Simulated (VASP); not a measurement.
Input of a VASP 6.6.1 run:

INCAR

```
PREC = Accurate ; ENCUT = 520
EDIFF = 1E-6 ; ISMEAR = 0
SIGMA = 0.05 ; LREAL = Auto
LASPH = True ; NELM = 150
ALGO = Normal ; ISIF = 2
LWAVE = False ; LCHARG = False
ISPIN = 2 ; MAGMOM = 0 0 0 0 0 0 0 0 0 0 0 0 0 0 0 0 2
LORBIT = 11 ; LDIPOL = True
IDIPOL = 3 ; DIPOL = 0.5 0.5 0.325
GGA = PE ; NBANDS = 52
```

KPOINTS

```
regular mesh
0
Gamma
  4 4 1
```

Contents of POSCAR:

```
Si
1.0
    7.7021643869      0.0000000000      0.0000000000
    0.0000000000      6.3646811531      0.0000000000
    0.0000000000      0.0000000000     19.7525435111
Si
17
Direct
    0.0000000000      0.9370679262      0.2025055658
    0.5000000000      0.9370679262      0.2025055658
    0.0000000000      0.5629320738      0.2025055658
    0.5000000000      0.5629320738      0.2025055658
    0.2500000000      0.4370679262      0.2587875160
    0.7500000000      0.4370679262      0.2587875160
    0.2500000000      0.0629320738      0.2587875160
    0.7500000000      0.0629320738      0.2587875160
    0.2500000000      0.9333044689      0.3720589473
    0.7500000000      0.9333044689      0.3720589473
    0.2500000000      0.5666955311      0.3720589473
    0.7500000000      0.5666955311      0.3720589473
    0.0000000000      0.4259907554      0.4177964983
    0.5000000000      0.4259907554      0.4177964983
    0.0000000000      0.0740092446      0.4177964983
    0.5000000000      0.0740092446      0.4177964983
    0.0000000000      1.2593240887      0.5236644701
```

Potentials or basis: VASP PAW PBE potentials, release 64 (Si).

The run is started by

```console
$ cat potpaw_PBE.64/Si/POTCAR > POTCAR
$ mpirun -np 1 vasp_std > vasp.out
```

**Question.** What does it give for the largest force?

**Answer.** 1.048 eV/Å.

**Question.** Predict the band gap on the k mesh.

**Answer.** Zero (filled and empty bands overlap).

**Question.** What does it give for the net moment?

**Answer.** 0.00 μB per cell.

Forces on the atoms (eV/Å):
```
Si   0.000 -0.790  0.688
Si   0.000 -0.704  0.601
Si   0.000  0.789  0.684
Si   0.000  0.704  0.599
Si   0.063  0.086 -0.622
Si  -0.063  0.086 -0.622
Si   0.064 -0.088 -0.625
Si  -0.064 -0.088 -0.625
Si  -0.024  0.021 -0.157
Si   0.024  0.021 -0.157
Si  -0.001  0.001 -0.189
Si   0.001  0.001 -0.189
Si   0.000  0.938  0.184
Si   0.000 -0.053 -0.029
Si   0.000 -0.786  0.492
Si   0.000  0.049 -0.037
Si   0.000 -0.188  0.004
```
